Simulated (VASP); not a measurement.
# Te (P1) in VASP: single point with RPBE

Aim: the single point of Te with RPBE.

Program: VASP 6.6.1. These are calculated values, not measurements. Logs are shortened: lines on timing, memory, paths and dates and some standing lists are left out, and cuts for length are marked.

## Step 1: The cell of the first run

The typed cell holds 6 atoms: a = 8.908 Å, b = 4.454 Å, c = 5.924 Å, α = 90.00°, β = 90.00°, γ = 120.00°.

## Step 2: Single point, RPBE

File INCAR:

```
PREC     = Accurate       # precision mode
ENCUT    = 400            # plane-wave cutoff, eV
EDIFF    = 1E-6           # SCF threshold, eV
ISMEAR   = 1              # smearing method
SIGMA    = 0.01           # smearing width, eV
LREAL    = F              # projectors in reciprocal space
LASPH    = T              # aspherical terms in the spheres
NELM     = 120            # most SCF steps
ALGO     = Normal         # electronic algorithm
ISIF     = 2              # what is computed and relaxed
LWAVE    = F              # write WAVECAR
LCHARG   = F              # write CHGCAR
GGA      = RP             # functional
NBANDS   = 27             # bands
GGA_COMPAT= F
```

File KPOINTS:

```
Automatic mesh
0
Gamma
  1 1 1
```

File POSCAR:

```
Te
1.0
    8.9080000000      0.0000000000      0.0000000000
   -2.2270000000      3.8572771485      0.0000000000
    0.0000000000      0.0000000000      5.9240000000
Te
6
Direct
    0.1365236397      0.0103199740      0.3524593180
    0.5042728370      0.2601892375      0.6575690412
    0.3604025845      0.7209803426     -0.0001466914
    0.6374247988      0.0237333218      0.3327290682
    0.9892521450      0.2392420779      0.6544760297
    0.8721240406      0.7455352284      0.0029134031
```

Potentials or basis: VASP PAW PBE potentials, release 64 (Te).

Started as:

```bash
$ cat potpaw_PBE.64/Te/POTCAR > POTCAR
$ mpirun -np 1 vasp_gam > vasp.out
```

OUTCAR:

```text
PREC = Accurate
   ENCUT = 400
   EDIFF = 1E-6
   ISMEAR = 1
   LREAL = F
   LASPH = T
   NELM = 120
   ISIF = 2
   GGA = RP

 ion  position               nearest neighbor table
   1  0.137  0.010  0.352-   5 2.70   6 2.91   2 3.40   3 3.47   5 3.49   3 3.55
   2  0.504  0.260  0.658-   4 2.73   3 2.91   1 3.40   6 3.54   3 3.55   4 3.56
   3  0.360  0.721  1.000-   2 2.91   4 2.91   1 3.47   1 3.55   2 3.55   5 3.55
   4  0.637  0.024  0.333-   2 2.73   3 2.91   5 3.37   6 3.44   6 3.51   2 3.56
   5  0.989  0.239  0.654-   1 2.70   6 2.81   4 3.37   1 3.49   3 3.55   6 3.58
   6  0.872  0.746  0.003-   5 2.81   1 2.91   4 3.44   4 3.51   2 3.54   5 3.58

  Warning from LATTYP: Monoclinic adjustment (A1->A3, A2->A1, A3->A2)!
  LATTYP: Found a simple orthorhombic cell.
 ALAT       =     4.4540000000
 B/A-ratio  =     1.3300404131
 C/A-ratio  =     1.7320508076

  Lattice vectors:

 A1 = (  -2.2270000000,   3.8572771485,   0.0000000000)
 A2 = (   0.0000000000,   0.0000000000,   5.9240000000)
 A3 = (   6.6810000000,   3.8572771485,   0.0000000000)

Analysis of symmetry for initial positions (statically):
=====================================================================
 Subroutine PRICEL returns:
 Original cell was already a primitive cell.

 Routine SETGRP: Setting up the symmetry group for a
 simple orthorhombic supercell.

 Subroutine GETGRP returns: Found  1 space group operations
 (whereof  1 operations were pure point group operations)
 out of a pool of  8 trial point group operations.

The static configuration has the point symmetry C_1 .

Analysis of symmetry for dynamics (positions and initial velocities):
=====================================================================
 Subroutine PRICEL returns:
 Original cell was already a primitive cell.

 Routine SETGRP: Setting up the symmetry group for a
 simple orthorhombic supercell.

 Subroutine GETGRP returns: Found  1 space group operations
 (whereof  1 operations were pure point group operations)
 out of a pool of  8 trial point group operations.

The dynamic configuration has the point symmetry C_1 .

 Subroutine INISYM returns: Found  1 space group operations
 (whereof  1 operations are pure point group operations),
 and found     1 'primitive' translations

----------------------------------------------------------------------------------------

                                     Primitive cell

  volume of cell :     203.5523

[... 75 lines left out ...]
   NSW    =      0    number of steps for IOM
   IBRION =     -1    ionic relax: 0-MD 1-quasi-New 2-CG
   NFREE  =      0    steps in history (QN), initial steepest desc. (CG)
   ISIF   =      2    stress and relaxation
   ISYM   =      2    0-nonsym 1-usesym 2-fastsym
   POTIM  = 0.5000    time-step for ionic-motion
   TEBEG  =    0.0;   TEEND  =   0.0 temperature during run
   PSTRESS=    0.0 pullay stress
   NELECT =      36.0000    total number of electrons
   NUPDOWN=      -1.0000    fix difference up-down
   EMIN   =  10.00;   EMAX   =-10.00  energy-range for DOS
   EFERMI =   0.00;   METHOD = LEGACY
   ISMEAR =     1;   SIGMA  =   0.01  broadening in eV -4-tet -1-fermi 0-gaus
   EFERMI_NEDOS =   21; number of points for ismear=-14 and -15
   IALGO  =     38    algorithm
   IMIX   =      4    mixing-type and parameters
     AMIX     =   0.40;   BMIX     =  1.00
     AMIX_MAG =   1.60;   BMIX_MAG =  1.00
  volume/ion in A,a.u.               =      33.93       228.94
  Fermi-wavevector in a.u.,A,eV,Ry     =   0.918933  1.736531 11.489263  0.844437
  Thomas-Fermi vector in A             =   2.044070
   LORBIT       =      0    0 simple, 1 ext, 2 COOP (PROOUT), +10 PAW based schemes
   GGA     = RP    functional components
   LHFCALC =     F    Hartree Fock is set to
   AEXX    =    0.0000 exact exchange contribution
   IVDW    =     0    specifies the selected vdW correction
   LEPSILON=     F    determine dielectric tensor
   LRPA    =     F    only Hartree local field effects (RPA)
 non-spin polarized calculation
 Methfessel and Paxton  Order N= 1 SIGMA  =   0.01
  energy-cutoff  :      400.00
  volume of cell :      203.55
 maximum number of plane-waves:      1857
 NGX is ok and might be reduce to    60
   NGX = 29   NGY = 15   NGZ = 19

 number of electron      36.0000000 magnetization

 Free energy of the ion-electron system (eV)
  ---------------------------------------------------
  ext. energy  EPLUGINS =         0.00000000
  ---------------------------------------------------
  free energy    TOTEN  =       -11.71826286 eV

  energy without entropy =      -11.71884265  energy(sigma->0) =      -11.71845612

 E-fermi :   5.4469     XC(G=0):  -8.8012

 val. band max:        5.4384527871   @ k =   0.0000   0.0000   0.0000
 cond. band min:       7.0225669257   @ k =   0.0000   0.0000   0.0000
 fundamental gap:      1.5841141386
 Fermi energy:         5.4468716093

 k-point     1 :       0.0000    0.0000    0.0000
  band No.  band energies     occupation
      1      -7.5424      2.00000
      2      -6.5148      2.00000
      3      -4.9122      2.00000
      4      -4.3016      2.00000
      5      -3.9515      2.00000
      6      -3.7904      2.00000
[... 19 lines left out ...]
     26      11.0261      0.00000
     27      11.4264      0.00000

------------------------ aborting loop because EDIFF is reached ----------------------------------------

  FORCE on cell =-STRESS in cart. coord.  units (eV):
  Direction    XX          YY          ZZ          XY          YZ          ZX
  --------------------------------------------------------------------------------------
  -------------------------------------------------------------------------------------
  Total       16.1219174     29.4699243     -7.5764900    -13.1185980      2.2956395     -1.6568456
  in kB      126.8969460    231.9602139    -59.6351799   -103.2575710     18.0691685    -13.0411692
  external PRESSURE =      99.7406600 kB  Pullay stress =       0.0000000 kB

 VOLUME and BASIS-vectors are now :
 -----------------------------------------------------------------------------
  energy-cutoff  :      400.00
  volume of cell :      203.55
      direct lattice vectors                 reciprocal lattice vectors
     8.908000000  0.000000000  0.000000000     0.112258644  0.064812558  0.000000000
    -2.227000000  3.857277149  0.000000000     0.000000000  0.259250233  0.000000000
     0.000000000  0.000000000  5.924000000     0.000000000  0.000000000  0.168804862

 POSITION                                       TOTAL-FORCE (eV/Angst)
 -----------------------------------------------------------------------------------
      1.19317      0.03981      2.08797         0.116526      0.400230      0.389986
      3.91262      1.00362      3.89544         0.585940     -1.061376      0.340590
      1.60484      2.78102      5.92313        -0.533164      0.604039     -0.935270
      5.62533      0.09155      1.97109        -0.169458      0.284548      0.670990
      8.27947      0.92282      3.87712         0.519338     -0.511818      0.382253
      6.10857      2.87574      0.01726        -0.519181      0.284376     -0.848548
 -----------------------------------------------------------------------------------
    total drift:                               -0.000032      0.000014      0.000022

  FREE ENERGIE OF THE ION-ELECTRON SYSTEM (eV)
  ---------------------------------------------------
  free  energy   TOTEN  =       -11.7182628584 eV

  energy  without entropy=      -11.7188426490  energy(sigma->0) =      -11.71845612
```

OSZICAR:

```text
N       E                     dE             d eps       ncg     rms          rms(c)
DAV:   1     0.228957145232E+03    0.22896E+03   -0.12727E+04    54   0.907E+02
DAV:   2     0.102799127949E+02   -0.21868E+03   -0.20958E+03    84   0.169E+02
DAV:   3    -0.111205031212E+02   -0.21400E+02   -0.21124E+02    60   0.585E+01
DAV:   4    -0.116646381908E+02   -0.54414E+00   -0.54395E+00    57   0.107E+01
DAV:   5    -0.116815517252E+02   -0.16914E-01   -0.16913E-01    68   0.209E+00    0.184E+01
DAV:   6    -0.116492104663E+02    0.32341E-01   -0.10536E-01    54   0.152E+00    0.118E+01
DAV:   7    -0.117149010691E+02   -0.65691E-01   -0.30278E-01    57   0.262E+00    0.784E-01
DAV:   8    -0.117145903571E+02    0.31071E-03   -0.29405E-02    60   0.777E-01    0.558E-01
DAV:   9    -0.117162367529E+02   -0.16464E-02   -0.18089E-03    60   0.202E-01    0.233E-01
DAV:  10    -0.117179750763E+02   -0.17383E-02   -0.23832E-03    60   0.254E-01    0.655E-02
DAV:  11    -0.117182159732E+02   -0.24090E-03   -0.25452E-04    60   0.809E-02    0.518E-02
DAV:  12    -0.117182442782E+02   -0.28305E-04   -0.20139E-05    57   0.220E-02    0.197E-02
DAV:  13    -0.117182605458E+02   -0.16268E-04   -0.18105E-05    60   0.232E-02    0.601E-03
DAV:  14    -0.117182626912E+02   -0.21454E-05   -0.48012E-06    54   0.117E-02    0.668E-03
DAV:  15    -0.117182628584E+02   -0.16726E-06   -0.20577E-07    36   0.231E-03
   1 F= -.11718263E+02 E0= -.11718456E+02  d E =0.579791E-03
```

stdout:

```text
POSCAR found type information on POSCAR Te
 POSCAR found :  1 types and       6 ions
 scaLAPACK will be used
 -----------------------------------------------------------------------------
|                                                                             |
|                                                                             |
|     You enforced a specific xc type in the INCAR file but a different       |
|     I HOPE YOU KNOW WHAT YOU ARE DOING!                                     |
|                                                                             |
 -----------------------------------------------------------------------------

 LDA part: xc-table for (Slater+PW92), standard interpolation
 POSCAR, INCAR and KPOINTS ok, starting setup
 FFT: planning ... GRIDC
 FFT: planning ... GRID_SOFT
 FFT: planning ... GRID
 WAVECAR not read
 entering main loop
```

Run time: 8.1 s. Hardware: 1 thread of Intel Xeon Platinum 8481C at 2.70GHz (Sapphire Rapids), shared host; peak memory 0.22 GiB.

What came out:

```
Free energy   : -11.7183 eV
Pressure      : 10.0 GPa
Largest force : 1.259 eV/Å
```

Forces on the atoms (eV/Å):
```
Te   0.117  0.400  0.390
Te   0.586 -1.061  0.341
Te  -0.533  0.604 -0.935
Te  -0.169  0.285  0.671
Te   0.519 -0.512  0.382
Te  -0.519  0.284 -0.849
```

Stress tensor (GPa, compression positive):
```
 12.69 -10.33  -1.30
-10.33  23.20   1.81
 -1.30   1.81  -5.96
```

Levels at points of the mesh, in eV from the Fermi level:
```
           k point  band 14  band 15  band 16  band 17  band 18  band 19  band 20  band 21  band 22  band 23
(0.00, 0.00, 0.00)    -1.05    -0.84    -0.58    -0.17    -0.01     1.58     1.61     1.91     2.16     2.50
```

Caveat: the k points lie up to 1.41 Å⁻¹ apart; the PAW data sets were made with another functional, which shifts forces and pressure a little; spin-orbit coupling is left out, which moves the levels of the heavy elements.
